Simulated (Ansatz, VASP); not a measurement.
## BaTiO3: VASP beside Ansatz

File INCAR:

```
SYSTEM = BaTiO3
PREC = Accurate ; ENCUT = 600
EDIFF = 1E-7 ; ISMEAR = 0
SIGMA = 0.02 ; LREAL = .False.
LASPH = .True. ; NELM = 80
ALGO = Normal ; ISIF = 3
LWAVE = .False. ; LCHARG = .False.
GGA = PE ; IVDW = 12
IBRION = 2 ; NSW = 100
EDIFFG = -0.005
```

File KPOINTS:

```
regular mesh
0
Gamma
  8 8 8
  0 0 0
```

File POSCAR:

```
BaTiO3
1.0
    3.9998000000      0.0000000000      0.0000000000
    0.0000000000      3.9998000000      0.0000000000
    0.0000000000      0.0000000000      4.0180000000
Ba Ti O
1 1 3
Direct
    0.0000000000      0.0000000000      0.0000000000
    0.5000000000      0.5000000000      0.4900000000
    0.5000000000      0.5000000000      0.0190000000
    0.5000000000      0.0000000000      0.5170000000
    0.0000000000      0.5000000000      0.5170000000
```

Input for Ansatz:

```yaml
crystal:
  lattice:
    - [3.9998, 0.0, 0.0]
    - [0.0, 3.9998, 0.0]
    - [0.0, 0.0, 4.018]
  atoms:
    - { symbol: Ba, position: [0.0, 0.0, 0.0] }
    - { symbol: Ti, position: [0.5, 0.5, 0.49] }
    - { symbol: O, position: [0.5, 0.5, 0.019] }
    - { symbol: O, position: [0.5, 0.0, 0.517] }
    - { symbol: O, position: [0.0, 0.5, 0.517] }
basis:
  ecutwfc: 420
kpoints:
  mp_grid: { grid: [8, 8, 8] }
hamiltonian:
  xc: pbe
  dispersion: d3bj
scf:
  occupations: { method: gaussian, width: 0.02 }
output:
  forces: true
  stress: true
  eigenvalues: true
  write_density: true
  write_potential: true
  elf: true
  volumetric_format: npy
relax:
  adjacent_minimum: "off"
  f_tol: 0.005
  max_steps: 80
  cell: { stress_tol: 0.05 }
```

Alike in both runs: task relaxation of cell and atoms; functional PBE; dispersion D3(BJ); k mesh 8 × 8 × 8; occupations gaussian, width 0.02 eV; no spin polarisation.

```csv
,VASP,Ansatz
version,VASP 6.6.1,Ansatz 0.2.0
potentials or method,"VASP PAW PBE potentials, release 64 (Ba_sv, Ti_sv, O), cutoff 600 eV","scalar-relativistic, plane waves, PAW"
valence electrons in the cell,40,40
```

```tsv
	VASP	Ansatz	Ansatz less VASP
gap on the k mesh at the Fermi level, each at its own relaxed structure (eV)	1.79	1.87	+0.080
relaxed volume (Å³/atom)	13.06	12.92	-0.132
relaxed length of the cell vector where the two differ most in proportion (Å)	4.111	4.092	-0.0188
```

Neither program's run includes spin-orbit coupling.
